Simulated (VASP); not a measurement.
Input of a VASP 6.6.1 run:

Contents of POSCAR:

```
Au
1.0
    1.3922358705     -2.5213891550      0.0000000000
    1.3922358705      2.5213891550      0.0000000000
    0.0000000000      0.0000000000      4.8270375896
Au
2
Direct
    0.3346720300      0.6653279700      0.2500000000
    0.6653279700      0.3346720300      0.7500000000
```

INCAR.step1

```
PREC = Accurate
ENCUT = 520
ISMEAR = -1
SIGMA = 0.05
LREAL = False
LASPH = True
NELM = 60
NBANDS = 18
GGA = PE
ALGO = Normal
EDIFF = 1E-4
LWAVE = True
LCHARG = False
```

Contents of INCAR.step2:

```
PREC = Accurate
ENCUT = 520
EDIFF = 1E-7
ISMEAR = -1
SIGMA = 0.05
LREAL = False
LASPH = True
NELM = 60
ALGO = Normal
ISIF = 2
LWAVE = False
LCHARG = False
METAGGA = R2SCAN
LMIXTAU = True
NBANDS = 18
ISTART = 1
```

File KPOINTS:

```
regular mesh
0
Gamma
  11 11 6
```

Potentials or basis: VASP PAW PBE potentials, release 64 (Au).

Command:

```sh
$ cat potpaw_PBE.64/Au/POTCAR > POTCAR
$ cp INCAR.step1 INCAR
$ mpirun -np 1 vasp_std > vasp.out
$ cp INCAR.step2 INCAR
$ mpirun -np 1 vasp_std > vasp.out
```

Question: Predict the band gap on the k mesh.

Answer: Zero (band 11 reaches 13.44 eV, above the bottom of band 12 at 6.60 eV).

Question: Predict the pressure.

Answer: 6.9 GPa.

Question: What does it give for the largest force?

Answer: 0.031 eV/Å.

Forces on the atoms (eV/Å):
```
Au   0.000 -0.031  0.000
Au   0.000  0.031  0.000
```

Caveat: the PAW data sets were made with another functional, which shifts forces and pressure a little; spin-orbit coupling is left out, which moves the levels of the heavy elements.
